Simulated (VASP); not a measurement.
Crystal: LiCl.

```
Li Cl
1.0
     3.64180    0.00000    0.00000
    -1.82090    3.15389    0.00000
     0.00000    0.00000   23.78812
Li Cl
8 8
Direct
  0.00000 0.00000 0.00000
  0.33333 0.66667 0.12500
  0.00000 0.00000 0.25000
  0.33333 0.66667 0.37500
  0.00000 0.00000 0.50000
  0.33333 0.66667 0.62500
  0.00000 0.00000 0.75000
  0.66667 0.33333 0.87500
  0.66667 0.33333 0.06250
  0.66667 0.33333 0.18750
  0.66667 0.33333 0.31250
  0.66667 0.33333 0.43750
  0.66667 0.33333 0.56250
  0.66667 0.33333 0.68750
  0.33333 0.66667 0.81250
  0.33333 0.66667 0.93750
```

| Quantity | Value |
| --- | --- |
| Program | VASP 6.6.1 |
| Task | relaxation of cell and atoms |
| Functional | PBE |
| Potentials or basis | VASP PAW PBE potentials, release 64 (Li_sv, Cl) |
| Cutoff | 600 eV |
| k mesh | 9 × 9 × 2 |
| Occupations | gaussian, width 0.02 eV |
| Spin | no spin polarisation |

At the start: pressure 2.5 GPa; volume 17.08 Å³/atom.

Where does the relaxation end?

Over 20 steps the energy falls by 45.4 meV/atom and the volume is 17.77 Å³/atom (+4.0 %); space group P-6m2 (No. 187, to 0.05 Å).

The path:
| step | energy change (eV) | largest force (eV/Å) | pressure (GPa) | volume (Å³) |
| --- | --- | --- | --- | --- |
| 1 | 0.0000 | 0.7790 | 2.46 | 273.23 |
| 2 | -0.5882 | 0.2893 | 0.43 | 283.47 |
| 3 | -0.6700 | 0.1230 | -0.84 | 292.65 |
| 4 | -0.6836 | 0.1148 | -0.54 | 290.21 |
| 5 | -0.6836 | 0.1112 | -0.49 | 289.88 |
| 6 | -0.6938 | 0.1066 | -0.26 | 287.33 |
| 7 | -0.6993 | 0.0990 | 0.19 | 282.76 |
| 8 | -0.6996 | 0.0999 | 0.11 | 283.53 |
| 9 | -0.7025 | 0.0865 | 0.09 | 283.66 |
| 10 | -0.7097 | 0.0497 | 0.04 | 284.03 |
| 11 | -0.7161 | 0.0724 | -0.05 | 284.79 |
| 12 | -0.7202 | 0.0604 | -0.01 | 284.47 |
| 13 | -0.7228 | 0.0414 | 0.06 | 283.99 |
| 14 | -0.7255 | 0.0291 | -0.01 | 284.46 |
| 15 | -0.7258 | 0.0379 | -0.03 | 284.64 |
| 16 | -0.7256 | 0.0538 | -0.08 | 284.98 |
| 17 | -0.7259 | 0.0428 | -0.04 | 284.75 |
| 18 | -0.7265 | 0.0173 | -0.01 | 284.36 |
| 19 | -0.7266 | 0.0136 | 0.01 | 284.17 |
| 20 | -0.7267 | 0.0062 | 0.00 | 284.28 |

Final structure:
```cif
data_structure
_symmetry_space_group_name_H-M 'P 1'
_symmetry_Int_Tables_number 1
_cell_length_a 3.5823
_cell_length_b 3.5823
_cell_length_c 25.5798
_cell_angle_alpha 90.000
_cell_angle_beta 90.000
_cell_angle_gamma 120.000
_cell_volume 284.28
loop_
_atom_site_label
_atom_site_type_symbol
_atom_site_fract_x
_atom_site_fract_y
_atom_site_fract_z
_atom_site_occupancy
Li1 Li 0.00000 0.00000 0.99735 1
Li2 Li 0.33333 0.66667 0.11974 1
Li3 Li 0.00000 0.00000 0.24735 1
Li4 Li 0.33333 0.66667 0.37500 1
Li5 Li 0.00000 0.00000 0.50265 1
Li6 Li 0.33333 0.66667 0.63026 1
Li7 Li 0.00000 0.00000 0.75265 1
Li8 Li 0.66667 0.33333 0.87500 1
Cl1 Cl 0.66667 0.33333 0.05593 1
Cl2 Cl 0.66667 0.33333 0.18352 1
Cl3 Cl 0.66667 0.33333 0.31118 1
Cl4 Cl 0.66667 0.33333 0.43882 1
Cl5 Cl 0.66667 0.33333 0.56648 1
Cl6 Cl 0.66667 0.33333 0.69407 1
Cl7 Cl 0.33333 0.66667 0.81123 1
Cl8 Cl 0.33333 0.66667 0.93877 1
```

Caveat: the cutoff is under 1.25 times the usual one of these potentials, so pressure, stress and relaxed cells hold a basis-set (Pulay) error.
